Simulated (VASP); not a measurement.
# MgO (Periclase) (Fm-3m) in VASP: a series of runs

MgO (Periclase) is run at these levels: PBE+D4, revPBE+D3(BJ), PBE+D3(BJ); tasks: single point.

Program: VASP 6.6.1. These are calculated values, not measurements. Logs are shortened: lines on timing, memory, paths and dates and some standing lists are left out, and cuts for length are marked.

### 1 The cell of the first run

Symmetry: Fm-3m, No. 225, cubic system. Conventional cell: a = 4.226 Å, b = 4.226 Å, c = 4.226 Å, α = 90.00°, β = 90.00°, γ = 90.00°. Within 2.8 Å of Mg (site symmetry m-3m) lie 6 O at 2.11 Å. Within 2.8 Å of O (site symmetry m-3m) lie 6 Mg at 2.11 Å.

### 2 Single point, PBE+D4

INCAR

```
PREC     = Accurate       # precision mode
ENCUT    = 600            # plane-wave cutoff, eV
EDIFF    = 1E-6           # SCF threshold, eV
ISMEAR   = 0              # smearing method
SIGMA    = 0.01           # smearing width, eV
LREAL    = False          # projectors in reciprocal space
LASPH    = True           # aspherical terms in the spheres
NELM     = 120            # most SCF steps
ALGO     = Normal         # electronic algorithm
ISIF     = 2              # what is computed and relaxed
LWAVE    = False          # write WAVECAR
LCHARG   = True           # write CHGCAR
GGA      = PE             # functional
IVDW     = 13             # dispersion correction
LELF     = True           # ELF
LVHAR    = True         
NBANDS   = 11             # bands
GGA_COMPAT= False
```

KPOINTS

```
regular mesh
0
Gamma
  5 5 5
```

POSCAR

```
MgO
1.0
    0.0000000000      2.1127841431      2.1127841431
    2.1127841431      0.0000000000      2.1127841431
    2.1127841431      2.1127841431      0.0000000000
Mg O
1 1
Direct
    0.0000000000      0.0000000000      0.0000000000
    0.5000000000      0.5000000000      0.5000000000
```

Potentials or basis: VASP PAW PBE potentials, release 64 (Mg, O).

Started as:

```sh
> cat potpaw_PBE.64/Mg/POTCAR potpaw_PBE.64/O/POTCAR > POTCAR
> mpirun -np 1 vasp_std > vasp.out
```

OUTCAR:

```text
PREC = Accurate
   ENCUT = 600
   EDIFF = 1E-6
   ISMEAR = 0
   LREAL = False
   LASPH = True
   NELM = 120
   ISIF = 2
   GGA = PE
   IVDW = 13

 ion  position               nearest neighbor table
   1  0.000  0.000  0.000-   2 2.11   2 2.11   2 2.11   2 2.11   2 2.11   2 2.11
   2  0.500  0.500  0.500-   1 2.11   1 2.11   1 2.11   1 2.11   1 2.11   1 2.11

  LATTYP: Found a face centered cubic cell.
 ALAT       =     4.2255682862

  Lattice vectors:

 A1 = (   0.0000000000,   2.1127841431,   2.1127841431)
 A2 = (   2.1127841431,   0.0000000000,   2.1127841431)
 A3 = (   2.1127841431,   2.1127841431,   0.0000000000)

Analysis of symmetry for initial positions (statically):
=====================================================================
 Subroutine PRICEL returns:
 Original cell was already a primitive cell.

 Routine SETGRP: Setting up the symmetry group for a
 face centered cubic supercell.

 Subroutine GETGRP returns: Found 48 space group operations
 (whereof 48 operations were pure point group operations)
 out of a pool of 48 trial point group operations.

The static configuration has the point symmetry O_h .

Analysis of symmetry for dynamics (positions and initial velocities):
=====================================================================
 Subroutine PRICEL returns:
 Original cell was already a primitive cell.

 Routine SETGRP: Setting up the symmetry group for a
 face centered cubic supercell.

 Subroutine GETGRP returns: Found 48 space group operations
 (whereof 48 operations were pure point group operations)
 out of a pool of 48 trial point group operations.

The dynamic configuration has the point symmetry O_h .

 Subroutine INISYM returns: Found 48 space group operations
 (whereof 48 operations are pure point group operations),
 and found     1 'primitive' translations

----------------------------------------------------------------------------------------

                                     Primitive cell

  volume of cell :      18.8623

  direct lattice vectors                    reciprocal lattice vectors
     0.000000000  2.112784143  2.112784143    -0.236654559  0.236654559  0.236654559
     2.112784143  0.000000000  2.112784143     0.236654559 -0.236654559  0.236654559
     2.112784143  2.112784143  0.000000000     0.236654559  0.236654559 -0.236654559

  length of vectors
     2.987927990  2.987927990  2.987927990     0.409897720  0.409897720  0.409897720

  position of ions in fractional coordinates (direct lattice)
     0.000000000  0.000000000  0.000000000
     0.500000000  0.500000000  0.500000000

  ion indices of the primitive-cell ions
   primitive index   ion index
                 1           1
                 2           2

----------------------------------------------------------------------------------------

 KPOINTS: regular mesh

Automatic generation of k-mesh.
 Grid dimensions read from file:
 generate k-points for:    5    5    5

 Generating k-lattice:

  Cartesian coordinates                     Fractional coordinates (reciprocal lattice)
    -0.047330912  0.047330912  0.047330912     0.200000000  0.000000000  0.000000000
     0.047330912 -0.047330912  0.047330912     0.000000000  0.200000000  0.000000000
     0.047330912  0.047330912 -0.047330912     0.000000000  0.000000000  0.200000000

  Length of vectors
     0.081979544  0.081979544  0.081979544

  Shift w.r.t. Gamma in fractional coordinates (k-lattice)
     0.000000000  0.000000000  0.000000000

 Subroutine IBZKPT returns following result:
 ===========================================

 Found     10 irreducible k-points:

 Following reciprocal coordinates:
            Coordinates               Weight
  0.000000  0.000000  0.000000      1.000000
  0.200000  0.000000  0.000000      8.000000
  0.400000  0.000000  0.000000      8.000000
  0.200000  0.200000  0.000000      6.000000
  0.400000  0.200000  0.000000     24.000000
 -0.400000  0.200000  0.000000     24.000000
 -0.200000  0.200000  0.000000     12.000000
  0.400000  0.400000  0.000000      6.000000
 -0.400000  0.400000  0.000000     12.000000
 -0.400000  0.400000  0.200000     24.000000
   k-points           NKPTS =     10   k-points in BZ     NKDIM =     10   number of bands    NBANDS=     11
   number of dos      NEDOS =    301   number of ions     NIONS =      2
   total plane-waves  NPLWV =  13824
   dimension x,y,z NGX =    24 NGY =   24 NGZ =   24
   dimension x,y,z NGXF=    48 NGYF=   48 NGZF=   48
   ions per type =               1   1
   NGX,Y,Z   is equivalent  to a cutoff of  13.35, 13.35, 13.35 a.u.
   NGXF,Y,Z  is equivalent  to a cutoff of  26.71, 26.71, 26.71 a.u.
 SYSTEM =  unknown system
   PREC   = accura    normal or accurate (medium, high low for compatibility)
   ISTART =      0    job   : 0-new  1-cont  2-samecut
   ICHARG =      2    charge: 1-file 2-atom 10-const
   ISPIN  =      1    spin polarized calculation?
   LNONCOLLINEAR =      F non collinear calculations
   LSORBIT =      F    spin-orbit coupling
   LASPH  =      T    aspherical Exc in radial PAW
   ENCUT  =  600.0 eV  44.10 Ry    6.64 a.u.   5.97  5.97  5.97*2*pi/ulx,y,z
   NELM   =    120;   NELMIN=  2; NELMDL= -5     # of ELM steps
   EDIFF  = 0.1E-05   stopping-criterion for ELM
   LREAL  =      F    real-space projection
   EDIFFG = 0.1E-04   stopping-criterion for IOM
   NSW    =      0    number of steps for IOM
   IBRION =     -1    ionic relax: 0-MD 1-quasi-New 2-CG
   NFREE  =      0    steps in history (QN), initial steepest desc. (CG)
   ISIF   =      2    stress and relaxation
   ISYM   =      2    0-nonsym 1-usesym 2-fastsym
   POTIM  = 0.5000    time-step for ionic-motion
   TEBEG  =    0.0;   TEEND  =   0.0 temperature during run
   PSTRESS=    0.0 pullay stress
   NELECT =       8.0000    total number of electrons
   NUPDOWN=      -1.0000    fix difference up-down
   EMIN   =  10.00;   EMAX   =-10.00  energy-range for DOS
   EFERMI =   0.00;   METHOD = LEGACY
   ISMEAR =     0;   SIGMA  =   0.01  broadening in eV -4-tet -1-fermi 0-gaus
   EFERMI_NEDOS =   21; number of points for ismear=-14 and -15
   IALGO  =     38    algorithm
   IMIX   =      4    mixing-type and parameters
     AMIX     =   0.40;   BMIX     =  1.00
     AMIX_MAG =   1.60;   BMIX_MAG =  1.00
  volume/ion in A,a.u.               =       9.43        63.64
  Fermi-wavevector in a.u.,A,eV,Ry     =   1.230004  2.324370 20.584373  1.512909
  Thomas-Fermi vector in A             =   2.364869
   LORBIT       =      0    0 simple, 1 ext, 2 COOP (PROOUT), +10 PAW based schemes
   GGA     = PE    functional components
   LHFCALC =     F    Hartree Fock is set to
   AEXX    =    0.0000 exact exchange contribution
   IVDW    =    13    specifies the selected vdW correction
   LEPSILON=     F    determine dielectric tensor
   LRPA    =     F    only Hartree local field effects (RPA)
 non-spin polarized calculation
 Gauss-broadening in eV      SIGMA  =   0.01
  energy-cutoff  :      600.00
  volume of cell :       18.86
 maximum number of plane-waves:       639
   NGX = 11   NGY = 11   NGZ = 11

 number of electron       8.0000005 magnetization

 Free energy of the ion-electron system (eV)
  ---------------------------------------------------
  ext. energy  EPLUGINS =         0.00000000
  ---------------------------------------------------
  free energy    TOTEN  =       -11.91053387 eV

  energy without entropy =      -11.91053387  energy(sigma->0) =      -11.91053387

 E-fermi :   3.1757     XC(G=0): -11.0322

 val. band max:        3.1165379881   @ k =   0.0000   0.0000   0.0000
 cond. band min:       7.7496204491   @ k =   0.0000   0.0000   0.0000
 fundamental gap:      4.6330824610
 Fermi energy:         3.1756516440

 k-point     1 :       0.0000    0.0000    0.0000
  band No.  band energies     occupation
      1     -14.0975      2.00000
      2       3.1165      2.00000
      3       3.1165      2.00000
      4       3.1165      2.00000
      5       7.7496      0.00000
      6      18.8616      0.00000
      7      18.8616      0.00000
      8      18.8616      0.00000
      9      22.7523      0.00000
     10      24.5161      0.00000
     11      24.5161      0.00000

 k-point     2 :       0.2000    0.0000    0.0000
  band No.  band energies     occupation
      1     -13.7082      2.00000
      2       1.1548      2.00000
      3       2.8817      2.00000
      4       2.8817      2.00000
      5       9.5769      0.00000
      6      16.0993      0.00000
      7      19.5694      0.00000
      8      19.5694      0.00000
      9      23.0795      0.00000
     10      23.0795      0.00000
     11      25.2253      0.00000

 k-point     3 :       0.4000    0.0000    0.0000
  band No.  band energies     occupation
      1     -12.9790      2.00000
      2      -1.1064      2.00000
      3       2.5309      2.00000
      4       2.5309      2.00000
      5      10.8957      0.00000
      6      15.4563      0.00000
      7      19.4427      0.00000
      8      19.4427      0.00000
      9      24.0583      0.00000
     10      24.7725      0.00000
     11      24.7725      0.00000
[... 71 lines left out ...]
 k-point     9 :      -0.4000    0.4000    0.0000
  band No.  band energies     occupation
      1     -12.5626      2.00000
      2      -0.5493      2.00000
      3       0.7996      2.00000
      4       1.9147      2.00000
      5      12.9433      0.00000
      6      14.2551      0.00000
      7      15.7373      0.00000
      8      21.2702      0.00000
      9      21.3401      0.00000
     10      29.3742      0.00000
     11      29.6380      0.00000

 k-point    10 :      -0.4000    0.4000    0.2000
  band No.  band energies     occupation
      1     -12.6277      2.00000
      2      -0.3407      2.00000
      3       0.7657      2.00000
      4       1.7500      2.00000
      5      14.0898      0.00000
      6      14.2114      0.00000
      7      15.6839      0.00000
      8      19.4972      0.00000
      9      23.5088      0.00000
     10      25.6255      0.00000
     11      30.4017      0.00000

------------------------ aborting loop because EDIFF is reached ----------------------------------------

  DFT-D4 for vdW energy calculation

  Edisp (eV):   -0.32795

  FORCE on cell =-STRESS in cart. coord.  units (eV):
  Direction    XX          YY          ZZ          XY          YZ          ZX
  --------------------------------------------------------------------------------------
  -------------------------------------------------------------------------------------
  Total      -0.11420    -0.11420    -0.11420     0.00000    -0.00000    -0.00000
  in kB      -9.69999    -9.69999    -9.69999     0.00000    -0.00000    -0.00000
  external pressure =       -9.70 kB  Pullay stress =        0.00 kB

 VOLUME and BASIS-vectors are now :
 -----------------------------------------------------------------------------
  energy-cutoff  :      600.00
  volume of cell :       18.86
      direct lattice vectors                 reciprocal lattice vectors
     0.000000000  2.112784143  2.112784143    -0.236654559  0.236654559  0.236654559
     2.112784143  0.000000000  2.112784143     0.236654559 -0.236654559  0.236654559
     2.112784143  2.112784143  0.000000000     0.236654559  0.236654559 -0.236654559

 POSITION                                       TOTAL-FORCE (eV/Angst)
 -----------------------------------------------------------------------------------
      0.00000      0.00000      0.00000         0.000000      0.000000      0.000000
      2.11278      2.11278      2.11278        -0.000000     -0.000000      0.000000
 -----------------------------------------------------------------------------------
    total drift:                               -0.000000     -0.000000      0.000000

  FREE ENERGIE OF THE ION-ELECTRON SYSTEM (eV)
  ---------------------------------------------------
  free  energy   TOTEN  =       -12.2384795858 eV

  energy  without entropy=      -12.2384795858  energy(sigma->0) =      -12.23847959
```

Wall time 11 s (1 thread of AMD EPYC 7R13, shared host); peak memory 0.11 GiB.

What came out:

| Item | Value |
| --- | --- |
| Free energy | -12.2385 eV |
| Pressure | -1.0 GPa |
| Band gap on the k mesh | 4.63 eV, direct |
| Dispersion energy per atom | -0.164 eV |

Caveat: the k points lie up to 0.52 Å⁻¹ apart. Expect the measured gap to be larger: semilocal functionals such as PBE lack the derivative discontinuity.

(Continued in part 2 of 2.)
